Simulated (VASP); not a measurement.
Here is a VASP 6.6.1 calculation.

Contents of INCAR:

```
SYSTEM = Cr
PREC = Accurate ; ENCUT = 520
EDIFF = 1E-6 ; ISMEAR = -1
SIGMA = 0.1 ; LREAL = .False.
LASPH = .True. ; NELM = 80
ALGO = Normal ; ISIF = 2
LWAVE = .False. ; LCHARG = .False.
GGA = B5 ; ALDAX = 1.0
AGGAX = 1.0 ; AGGAC = 1.0
ALDAC = 0.0 ; NBANDS = 12
```

File KPOINTS:

```
regular mesh
0
Gamma
  25 25 25
  0 0 0
```

POSCAR

```
Cr
1.0
   -1.4202015527      1.4202015527      1.4202015527
    1.4202015527     -1.4202015527      1.4202015527
    1.4202015527      1.4202015527     -1.4202015527
Cr
1
Direct
    0.0000000000      0.0000000000      0.0000000000
```

Potentials or basis: VASP PAW PBE potentials, release 64 (Cr_pv).

Launch:

```bash
$ cat potpaw_PBE.64/Cr_pv/POTCAR > POTCAR
$ mpirun -np 1 vasp_std > vasp.out
```

Q: Predict the pressure.

A: 10.3 GPa.

Q: Estimate the band gap on the k mesh.

A: Zero (band 6 reaches 13.94 eV, above the bottom of band 7 at 10.59 eV).

Caveat: the PAW data sets were made with another functional, which shifts forces and pressure a little; the run has no spin polarisation, though such a crystal can be magnetic. Spin polarisation is off, so any magnetic state and its effect on volume and gap are missing.
